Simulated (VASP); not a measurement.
# Mg4H in VASP: notebook, part 2 of 2

VASP 6.6.1. Earlier steps stand in the parts before.

## (5) Single point, PBEsol

INCAR reads:

```
PREC = Accurate
ENCUT = 520
EDIFF = 1E-7
ISMEAR = 0
SIGMA = 0.1
LREAL = F
LASPH = T
NELM = 60
ALGO = Normal
ISIF = 2
LWAVE = F
LCHARG = F
LDIPOL = T
IDIPOL = 3
DIPOL = 0.5 0.5 0.331
GGA = PS
NBANDS = 12
```

KPOINTS reads:

```
Automatic mesh
0
Gamma
  8 5 1
```

POSCAR reads:

```
Mg4H
1.0
    3.1881999939      0.0000000000      0.0000000000
    0.0000000000      5.1084658709      0.0000000000
    0.0000000000      0.0000000000     19.1358427726
Mg H
4 1
Direct
    0.0000000000      0.7500000000      0.2090318178
    0.5000000000      0.2500000000      0.2571276385
    0.5000000000      0.7500000000      0.3576109084
    0.0000000000      0.2500000000      0.3990335238
    0.5000000000      0.5000000000      0.4329400309
```

The run is started by

```
> cat potpaw_PBE.64/Mg/POTCAR potpaw_PBE.64/H/POTCAR > POTCAR
> mpirun -np 1 vasp_std > vasp.out
```

It took 89 s on 1 thread of Intel Xeon Platinum 8559C (Emerald Rapids), shared host; peak memory 0.36 GiB.

Results (log left out):

```yaml
Free_energy: -8.7540 eV
Largest_force: 0.437 eV/Å
Band_gap_on_the_k_mesh: zero (an odd number of electrons rules out a gap without spin polarisation)
```

Forces in eV/Å, atoms in the order of the input:
```
Mg   0.000 -0.134  0.181
Mg   0.000  0.109 -0.208
Mg   0.000  0.096 -0.081
Mg   0.000  0.365  0.108
H    0.000 -0.437  0.001
```

Levels at points of the mesh, in eV from the Fermi level:
```
           k point  band 3  band 4  band 5  band 6  band 7  band 8
(0.00, 0.00, 0.00)   -2.37   -1.02   -0.24    0.31    1.30    1.93
(0.50, 0.00, 0.00)   -1.95   -0.37    0.62    2.28    2.29    2.59
```

Caveat: the PAW data sets were made with another functional, which shifts forces and pressure a little.

## (6) Single point, PBEsol

INCAR reads:

```
PREC = Accurate
ENCUT = 520
EDIFF = 1E-6
ISMEAR = 0
SIGMA = 0.1
LREAL = F
LASPH = T
NELM = 100
ALGO = Normal
ISIF = 2
LWAVE = F
LCHARG = T
LDIPOL = T
IDIPOL = 3
DIPOL = 0.5 0.5 0.341
GGA = PS
LELF = T
LVHAR = T
LVACPOTAV = T
NBANDS = 12
```

KPOINTS is that of step 5.

Edit POSCAR of step 5 so:

```diff
@@ -12,2 +12,2 @@
     0.0000000000      0.2500000000      0.3990335238
-    0.5000000000      0.5000000000      0.4329400309
+    0.0000000000      0.3750000000      0.4830745176
```

Potentials or basis: VASP PAW PBE potentials, release 64 (Mg, H).

The run is started by

```
> cat potpaw_PBE.64/Mg/POTCAR potpaw_PBE.64/H/POTCAR > POTCAR
> mpirun -np 1 vasp_std > vasp.out
```

OUTCAR:

```text
PREC = Accurate
   ENCUT = 520
   EDIFF = 1E-6
   ISMEAR = 0
   LREAL = F
   LASPH = T
   NELM = 100
   ISIF = 2
   GGA = PS

 ion  position               nearest neighbor table
   1  0.000  0.750  0.209-   2 3.15   2 3.15   2 3.15   2 3.15   3 3.26   3 3.26
   2  0.500  0.250  0.257-   1 3.15   1 3.15   1 3.15   1 3.15   4 3.15   4 3.15   3 3.20   3 3.20

   3  0.500  0.750  0.358-   4 3.11   4 3.11   4 3.11   4 3.11   2 3.20   2 3.20   1 3.26   1 3.26

   4  0.000  0.250  0.399-   5 1.73   3 3.11   3 3.11   3 3.11   3 3.11   2 3.15   2 3.15
   5  0.000  0.375  0.483-   4 1.73

  LATTYP: Found a simple orthorhombic cell.
 ALAT       =     3.1881999939
 B/A-ratio  =     1.6023040840
 C/A-ratio  =     6.0020835610

  Lattice vectors:

 A1 = (   3.1881999939,   0.0000000000,   0.0000000000)
 A2 = (   0.0000000000,   5.1084658709,   0.0000000000)
 A3 = (   0.0000000000,   0.0000000000,  19.1358427726)

Analysis of symmetry for initial positions (statically):
=====================================================================
 Subroutine PRICEL returns:
 Original cell was already a primitive cell.

 Routine SETGRP: Setting up the symmetry group for a
 simple orthorhombic supercell.

 Subroutine GETGRP returns: Found  2 space group operations
 (whereof  2 operations were pure point group operations)
 out of a pool of  8 trial point group operations.

The static configuration has the point symmetry C_1h.

Analysis of symmetry for dynamics (positions and initial velocities):
=====================================================================
 Subroutine PRICEL returns:
 Original cell was already a primitive cell.

 Routine SETGRP: Setting up the symmetry group for a
 simple orthorhombic supercell.

 Subroutine GETGRP returns: Found  2 space group operations
 (whereof  2 operations were pure point group operations)
 out of a pool of  8 trial point group operations.

[... 129 lines left out ...]
  energy-cutoff  :      520.00
  volume of cell :      311.66
 maximum number of plane-waves:      8432
 NGX is ok and might be reduce to    24
   NGX = 11   NGY = 19   NGZ = 71

 number of electron       9.0000000 magnetization

 dipolmoment           0.000000      0.000000      0.217997 electrons x Angstroem

 Free energy of the ion-electron system (eV)
  ---------------------------------------------------
  ext. energy  EPLUGINS =         0.00000000
  ---------------------------------------------------
  free energy    TOTEN  =        -8.03238103 eV

  energy without entropy =       -8.02104832  energy(sigma->0) =       -8.02671467

 E-fermi :  -2.4612     XC(G=0):  -3.4965

 val. band max:       -2.4686917341   @ k =   0.1250   0.2000   0.0000
 cond. band min:      -2.3945504921   @ k =   0.2500   0.0000   0.0000
 fundamental gap:      0.0741412420
 Fermi energy:        -2.4611996375

 k-point     1 :       0.0000    0.0000    0.0000
  band No.  band energies     occupation
      1      -8.5634      2.00000
      2      -6.5722      2.00000
      3      -4.5402      2.00000
      4      -3.2403      2.00000
      5      -2.5712      1.88008
      6      -2.1564      0.00002
      7      -1.1175      0.00000
      8      -0.3318      0.00000
      9       0.6273      0.00000
     10       1.6750      0.00000
     11       2.2410      0.00000
     12       2.5439      0.00000
[... 196 lines left out ...]
 k-point    15 :       0.5000    0.4000    0.0000
  band No.  band energies     occupation
      1      -4.2892      2.00000
      2      -4.0953      2.00000
      3      -3.5316      2.00000
      4      -3.1473      2.00000
      5      -2.8100      2.00000
      6      -1.6157      0.00000
      7      -1.3142      0.00000
      8      -0.6895      0.00000
      9      -0.1315      0.00000
     10       1.0383      0.00000
     11       1.3530      0.00000
     12       2.0549      0.00000

------------------------ aborting loop because EDIFF is reached ----------------------------------------

  FORCE on cell =-STRESS in cart. coord.  units (eV):
  Direction    XX          YY          ZZ          XY          YZ          ZX
  --------------------------------------------------------------------------------------
  -------------------------------------------------------------------------------------
  Total        0.3273551     -0.5372488     -0.7415888      0.0000000      0.4945952      0.0000000
  in kB        1.6828523     -2.7618645     -3.8123268      0.0000000      2.5425930      0.0000000
  external PRESSURE =      -1.6304463 kB  Pullay stress =       0.0000000 kB

 VOLUME and BASIS-vectors are now :
 -----------------------------------------------------------------------------
  energy-cutoff  :      520.00
  volume of cell :      311.66
      direct lattice vectors                 reciprocal lattice vectors
     3.188199994  0.000000000  0.000000000     0.313656609  0.000000000  0.000000000
     0.000000000  5.108465871  0.000000000     0.000000000  0.195753486  0.000000000
     0.000000000  0.000000000 19.135842773     0.000000000  0.000000000  0.052257954

 POSITION                                       TOTAL-FORCE (eV/Angst)
 -----------------------------------------------------------------------------------
      0.00000      3.83135      4.00000         0.000000     -0.056493      0.256802
      1.59410      1.27712      4.92035         0.000000      0.074039     -0.040014
      1.59410      3.83135      6.84319         0.000000     -0.068913     -0.085131
      0.00000      1.27712      7.63584         0.000000     -0.219652     -0.140527
      0.00000      1.91567      9.24404         0.000000      0.271018      0.008870
 -----------------------------------------------------------------------------------
    total drift:                               -0.000000      0.000008     -0.000006

  FREE ENERGIE OF THE ION-ELECTRON SYSTEM (eV)
  ---------------------------------------------------
  free  energy   TOTEN  =        -8.0323810298 eV

  energy  without entropy=       -8.0210483200  energy(sigma->0) =       -8.02671467

 vacuum level on the upper side and lower side of the slab         3.342         0.921
```

OSZICAR:

```text
N       E                     dE             d eps       ncg     rms          rms(c)
DAV:   1     0.151419033505E+02    0.15142E+02   -0.21571E+03   360   0.432E+02
DAV:   2    -0.754351047265E+01   -0.22685E+02   -0.21708E+02   532   0.648E+01
DAV:   3    -0.905190609730E+01   -0.15084E+01   -0.14942E+01   480   0.173E+01
[... 14 lines left out ...]
DAV:  18    -0.803237138298E+01   -0.13312E-04   -0.26547E-06   452   0.744E-03    0.139E-03
DAV:  19    -0.803237395325E+01   -0.25703E-05   -0.28018E-07   352   0.250E-03    0.610E-04
DAV:  20    -0.803237814726E+01   -0.41940E-05   -0.27104E-07   400   0.207E-03    0.529E-04
DAV:  21    -0.803238007058E+01   -0.19233E-05   -0.23283E-07   376   0.161E-03    0.391E-04
DAV:  22    -0.803238102984E+01   -0.95926E-06   -0.10809E-07   348   0.101E-03
   1 F= -.80323810E+01 E0= -.80267147E+01  d E =-.113327E-01
```

Run time: 67 s. Hardware: 1 thread of Intel Xeon Platinum 8559C (Emerald Rapids), shared host; peak memory 0.35 GiB.

What came out:

```yaml
Free_energy: -8.0324 eV
Largest_force: 0.271 eV/Å
Band_gap_on_the_k_mesh: zero (an odd number of electrons rules out a gap without spin polarisation)
```

Forces in eV/Å, atoms in the order of the input:
```
Mg   0.000 -0.056  0.257
Mg   0.000  0.074 -0.040
Mg   0.000 -0.069 -0.085
Mg   0.000 -0.220 -0.141
H    0.000  0.271  0.009
```

Caveat: the PAW data sets were made with another functional, which shifts forces and pressure a little.

## (7) Summary

```csv
cell,gap on the mesh (eV),largest force (eV/Å)
"as given, atomic positions A",none,0.70
"as given, atomic positions B",none,0.58
"as given, atomic positions C",none,0.53
"as given, atomic positions D",none,0.44
"as given, atomic positions E",none,0.27
```

Alike in all rows: task single point; level PBEsol; potentials or basis VASP PAW PBE potentials, release 64 (Mg, H); no spin polarisation; k mesh 8 × 5 × 1; cutoff (eV) 520; smearing gaussian 0.1 eV.

Caveats: the PAW data sets were made with another functional, which shifts forces and pressure a little.

Total energies depend on the potentials used, so only differences within one code and one set of settings carry meaning.

The gap in the log of VASP goes by the Fermi energy; the results here count the filled bands.